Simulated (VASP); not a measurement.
Here is a VASP 6.6.1 calculation.

File INCAR:

```
ALGO = Normal
EDIFF = 1E-6
ENCUT = 520
GGA = PE
ISIF = 2
ISMEAR = -1
LASPH = T
LCHARG = T
LELF = T
LREAL = F
LVHAR = T
LWAVE = F
NBANDS = 10
NELM = 100
PREC = Accurate
SIGMA = 0.05
```

KPOINTS

```
k-points
0
Gamma
  16 16 9
```

POSCAR

```
Al
1.0
    2.8280319683      0.0000000000      0.0000000000
   -1.4140159841      2.4491475272      0.0000000000
    0.0000000000      0.0000000000      4.6507153376
Al
2
Direct
    0.3333333333      0.6666666667      0.2500000000
    0.6666666667      0.3333333333      0.7500000000
```

Potentials or basis: VASP PAW PBE potentials, release 64 (Al).

The run is started by

```bash
$ cat potpaw_PBE.64/Al/POTCAR > POTCAR
$ mpirun -np 1 vasp_std > vasp.out
```

(1) Estimate the band gap on the k mesh.

(2) Predict the pressure.

Answers

(1) zero (band 3 reaches 11.51 eV, above the bottom of band 4 at 5.23 eV).

(2) 2.6 GPa.
